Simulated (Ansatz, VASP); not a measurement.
## SiGe2N2 in VASP and in Ansatz

```
CELL_PARAMETERS angstrom
5.49668 0.00000 0.00000
0.00000 5.49668 0.00000
0.00000 0.00000 4.02808
ATOMIC_POSITIONS crystal
Si 0.00000 0.00000 0.00000
Si 0.50000 0.50000 0.00000
Ge 0.36130 0.86130 0.50000
Ge 0.13870 0.36130 0.50000
Ge 0.63870 0.13870 0.50000
Ge 0.86130 0.63870 0.50000
N 0.16010 0.66010 0.50000
N 0.33990 0.16010 0.50000
N 0.83990 0.33990 0.50000
N 0.66010 0.83990 0.50000
```

Alike in both runs: task relaxation of cell and atoms; functional PBE; k mesh 4 × 4 × 4; occupations gaussian, width 0.1 eV; no spin polarisation.

|  | VASP | Ansatz |
| --- | --- | --- |
| version | VASP 6.6.1 | Ansatz 0.2.0 |
| potentials or method | VASP PAW PBE potentials, release 64 (Si, Ge_d, N), cutoff 600 eV | scalar-relativistic, plane waves, PAW |
| valence electrons in the cell | 84 | 84 |

|  | VASP | Ansatz | Ansatz less VASP |
| --- | --- | --- | --- |
| gap on the k mesh at the Fermi level, each at its own relaxed structure (eV) | none | none | - |
| relaxed volume (Å³/atom) | 14.31 | 14.39 | +0.083 |
| relaxed cell length with the largest relative difference (Å) | 3.312 | 3.321 | +0.0091 |

A gap of «none» marks a metal or a gap that the smearing closes.

The k mesh is coarse, so the values compare programs but aren't converged. Noted on VASP's run: the volume moved by over 15 % at a fixed basis, so the end points are rough.
